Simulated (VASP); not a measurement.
# ZrC (Fm-3m) in VASP: single point with PBE

Aim: the single point of ZrC with PBE.

All numbers are computed with VASP 6.6.1; they aren't measurements. Logs are shortened: lines on timing, memory, paths and dates and some standing lists are left out, and cuts for length are marked.

## Step 1: The cell of the first run

It takes space group Fm-3m (No. 225, cubic). The conventional cell has a = 4.709 Å, b = 4.709 Å, c = 4.709 Å, α = 90.00°, β = 90.00°, γ = 90.00°. Zr (site symmetry m-3m) has 6 C at 2.35 Å within 3.1 Å. Within 3.1 Å of C (site symmetry m-3m) lie 6 Zr at 2.35 Å.

## Step 2: Single point, PBE

INCAR reads:

```
ALGO = Normal ; EDIFF = 1E-6
ENCUT = 520 ; GGA = PE
ISIF = 2 ; ISMEAR = 0
LASPH = T ; LCHARG = T
LELF = T ; LREAL = F
LVHAR = T ; LWAVE = F
NBANDS = 15 ; NELM = 80
PREC = Accurate ; SIGMA = 0.1
```

KPOINTS reads:

```
k-points
0
Gamma
  16 16 16
```

POSCAR reads:

```
ZrC
1.0
    0.0000000000      2.3543023659      2.3543023659
    2.3543023659      0.0000000000      2.3543023659
    2.3543023659      2.3543023659      0.0000000000
Zr C
1 1
Direct
    0.5000000000      0.5000000000      0.5000000000
    0.0000000000      0.0000000000      0.0000000000
```

Potentials or basis: VASP PAW PBE potentials, release 64 (Zr_sv, C).

Started as:

```bash
> cat potpaw_PBE.64/Zr_sv/POTCAR potpaw_PBE.64/C/POTCAR > POTCAR
> mpirun -np 1 vasp_std > vasp.out
```

OUTCAR:

```text
EDIFF = 1E-6
   ENCUT = 520
   GGA = PE
   ISIF = 2
   ISMEAR = 0
   LASPH = T
   LREAL = F
   NELM = 80
   PREC = Accurate

 ion  position               nearest neighbor table
   1  0.500  0.500  0.500-   2 2.35   2 2.35   2 2.35   2 2.35   2 2.35   2 2.35
   2  0.000  0.000  0.000-   1 2.35   1 2.35   1 2.35   1 2.35   1 2.35   1 2.35

  LATTYP: Found a face centered cubic cell.
 ALAT       =     4.7086047318

  Lattice vectors:

 A1 = (   0.0000000000,   2.3543023659,   2.3543023659)
 A2 = (   2.3543023659,   0.0000000000,   2.3543023659)
 A3 = (   2.3543023659,   2.3543023659,   0.0000000000)

Analysis of symmetry for initial positions (statically):
=====================================================================
 Subroutine PRICEL returns:
 Original cell was already a primitive cell.

 Routine SETGRP: Setting up the symmetry group for a
 face centered cubic supercell.

 Subroutine GETGRP returns: Found 48 space group operations
 (whereof 48 operations were pure point group operations)
 out of a pool of 48 trial point group operations.

The static configuration has the point symmetry O_h .

Analysis of symmetry for dynamics (positions and initial velocities):
=====================================================================
 Subroutine PRICEL returns:
 Original cell was already a primitive cell.

 Routine SETGRP: Setting up the symmetry group for a
 face centered cubic supercell.

 Subroutine GETGRP returns: Found 48 space group operations
 (whereof 48 operations were pure point group operations)
 out of a pool of 48 trial point group operations.

The dynamic configuration has the point symmetry O_h .

 Subroutine INISYM returns: Found 48 space group operations
 (whereof 48 operations are pure point group operations),
 and found     1 'primitive' translations

----------------------------------------------------------------------------------------

                                     Primitive cell

  volume of cell :      26.0986

  direct lattice vectors                    reciprocal lattice vectors
     0.000000000  2.354302366  2.354302366    -0.212377139  0.212377139  0.212377139
     2.354302366  0.000000000  2.354302366     0.212377139 -0.212377139  0.212377139
     2.354302366  2.354302366  0.000000000     0.212377139  0.212377139 -0.212377139

  length of vectors
     3.329486336  3.329486336  3.329486336     0.367847995  0.367847995  0.367847995

  position of ions in fractional coordinates (direct lattice)
     0.500000000  0.500000000  0.500000000
     0.000000000  0.000000000  0.000000000

[... 89 lines left out ...]
   EMIN   =  10.00;   EMAX   =-10.00  energy-range for DOS
   EFERMI =   0.00;   METHOD = LEGACY
   ISMEAR =     0;   SIGMA  =   0.10  broadening in eV -4-tet -1-fermi 0-gaus
   EFERMI_NEDOS =   21; number of points for ismear=-14 and -15
   IALGO  =     38    algorithm
   IMIX   =      4    mixing-type and parameters
     AMIX     =   0.40;   BMIX     =  1.00
     AMIX_MAG =   1.60;   BMIX_MAG =  1.00
  volume/ion in A,a.u.               =      13.05        88.06
  Fermi-wavevector in a.u.,A,eV,Ry     =   1.390729  2.628097 26.315407  1.934128
  Thomas-Fermi vector in A             =   2.514636
   LORBIT       =      0    0 simple, 1 ext, 2 COOP (PROOUT), +10 PAW based schemes
   GGA     = PE    functional components
   LHFCALC =     F    Hartree Fock is set to
   AEXX    =    0.0000 exact exchange contribution
   IVDW    =     0    specifies the selected vdW correction
   LEPSILON=     F    determine dielectric tensor
   LRPA    =     F    only Hartree local field effects (RPA)
 non-spin polarized calculation
 Gauss-broadening in eV      SIGMA  =   0.10
  energy-cutoff  :      520.00
  volume of cell :       26.10
 maximum number of plane-waves:       725
 NGX is ok and might be reduce to    28
   NGX = 13   NGY = 13   NGZ = 13

 number of electron      16.0000000 magnetization

 Free energy of the ion-electron system (eV)
  ---------------------------------------------------
  ext. energy  EPLUGINS =         0.00000000
  ---------------------------------------------------
  free energy    TOTEN  =       -19.46218703 eV

  energy without entropy =      -19.46025023  energy(sigma->0) =      -19.46121863

 E-fermi :   9.5421     XC(G=0): -12.1075

 val. band max:        9.5338813324   @ k =   0.3125   0.2500   0.0000
 cond. band min:       9.5443366245   @ k =   0.4375   0.4375   0.0000
 fundamental gap:      0.0104552921
 Fermi energy:         9.5420983973

 k-point     1 :       0.0000    0.0000    0.0000
  band No.  band energies     occupation
      1     -38.5724      2.00000
      2     -16.2863      2.00000
      3     -16.2863      2.00000
      4     -16.2863      2.00000
      5      -1.7354      2.00000
      6      10.4862      0.00000
      7      10.4862      0.00000
      8      10.4862      0.00000
      9      10.6451      0.00000
     10      10.6451      0.00000
     11      10.6451      0.00000
     12      12.3501      0.00000
     13      12.3501      0.00000
     14      16.8017      0.00000
[... 401 lines left out ...]
      2     -16.3680      2.00000
      3     -16.3080      2.00000
      4     -16.2879      2.00000
      5      -1.5042      2.00000
      6       9.1641      2.00000
      7       9.3765      1.98078
      8       9.5216      1.22790
      9      10.7872      0.00000
     10      11.4051      0.00000
     11      11.4884      0.00000
     12      12.9699      0.00000
     13      13.8221      0.00000
     14      17.3104      0.00000
     15      20.6359      0.00000

 [... further k-points ...]

------------------------ aborting loop because EDIFF is reached ----------------------------------------

  FORCE on cell =-STRESS in cart. coord.  units (eV):
  Direction    XX          YY          ZZ          XY          YZ          ZX
  --------------------------------------------------------------------------------------
  -------------------------------------------------------------------------------------
  Total        0.0406923      0.0406923      0.0406923      0.0000000     -0.0000000     -0.0000000
  in kB        2.4980789      2.4980789      2.4980789      0.0000000     -0.0000000     -0.0000000
  external PRESSURE =       2.4980789 kB  Pullay stress =       0.0000000 kB

 VOLUME and BASIS-vectors are now :
 -----------------------------------------------------------------------------
  energy-cutoff  :      520.00
  volume of cell :       26.10
      direct lattice vectors                 reciprocal lattice vectors
     0.000000000  2.354302366  2.354302366    -0.212377139  0.212377139  0.212377139
     2.354302366  0.000000000  2.354302366     0.212377139 -0.212377139  0.212377139
     2.354302366  2.354302366  0.000000000     0.212377139  0.212377139 -0.212377139

 POSITION                                       TOTAL-FORCE (eV/Angst)
 -----------------------------------------------------------------------------------
      2.35430      2.35430      2.35430        -0.000000     -0.000000      0.000000
      0.00000      0.00000      0.00000         0.000000      0.000000     -0.000000
 -----------------------------------------------------------------------------------
    total drift:                                0.000000      0.000000      0.000000

  FREE ENERGIE OF THE ION-ELECTRON SYSTEM (eV)
  ---------------------------------------------------
  free  energy   TOTEN  =       -19.4621870275 eV

  energy  without entropy=      -19.4602502318  energy(sigma->0) =      -19.46121863
```

OSZICAR:

```text
N       E                     dE             d eps       ncg     rms          rms(c)
DAV:   1     0.101510679255E+03    0.10151E+03   -0.86535E+03  4358   0.108E+03
DAV:   2    -0.167042601097E+02   -0.11821E+03   -0.11080E+03  5575   0.288E+02
DAV:   3    -0.228205707875E+02   -0.61163E+01   -0.60810E+01  7291   0.553E+01
DAV:   4    -0.229381554459E+02   -0.11758E+00   -0.11753E+00  5248   0.576E+00
DAV:   5    -0.229395052853E+02   -0.13498E-02   -0.13498E-02  5787   0.521E-01    0.202E+01
DAV:   6    -0.195743282631E+02    0.33652E+01   -0.63884E+00  5127   0.227E+01    0.697E+00
DAV:   7    -0.194775500944E+02    0.96778E-01   -0.68399E-01  4988   0.595E+00    0.609E+00
DAV:   8    -0.195048707502E+02   -0.27321E-01   -0.35872E-01  5267   0.461E+00    0.521E+00
DAV:   9    -0.194632940720E+02    0.41577E-01   -0.70651E-02  4791   0.191E+00    0.917E-01
DAV:  10    -0.194622018876E+02    0.10922E-02   -0.65914E-03  5715   0.665E-01    0.123E-01
DAV:  11    -0.194621946945E+02    0.71932E-05   -0.19717E-04  4945   0.137E-01    0.509E-02
DAV:  12    -0.194621888322E+02    0.58622E-05   -0.42015E-06  5543   0.181E-02    0.144E-02
DAV:  13    -0.194621871221E+02    0.17101E-05   -0.25857E-06  5351   0.101E-02    0.357E-03
DAV:  14    -0.194621870275E+02    0.94628E-07   -0.12098E-07  2777   0.233E-03
   1 F= -.19462187E+02 E0= -.19461219E+02  d E =-.193680E-02
```

stdout:

```text
POSCAR found type information on POSCAR ZrC
 POSCAR found :  2 types and       2 ions
 scaLAPACK will be used
 LDA part: xc-table for (Slater+PW92), standard interpolation
 POSCAR, INCAR and KPOINTS ok, starting setup
 FFT: planning ... GRIDC
 FFT: planning ... GRID_SOFT
 FFT: planning ... GRID
 WAVECAR not read
 entering main loop
```

Run time: 86 s. Hardware: 1 thread of Intel Xeon Platinum 8259CL at 2.50GHz (Skylake/Cascade Lake), shared host; peak memory 0.19 GiB.

What came out:

```
Free energy            : -19.4622 eV
Pressure               : 0.2 GPa
Band gap on the k mesh : zero (bands 8 and 9 overlap by 1.30 eV)
```
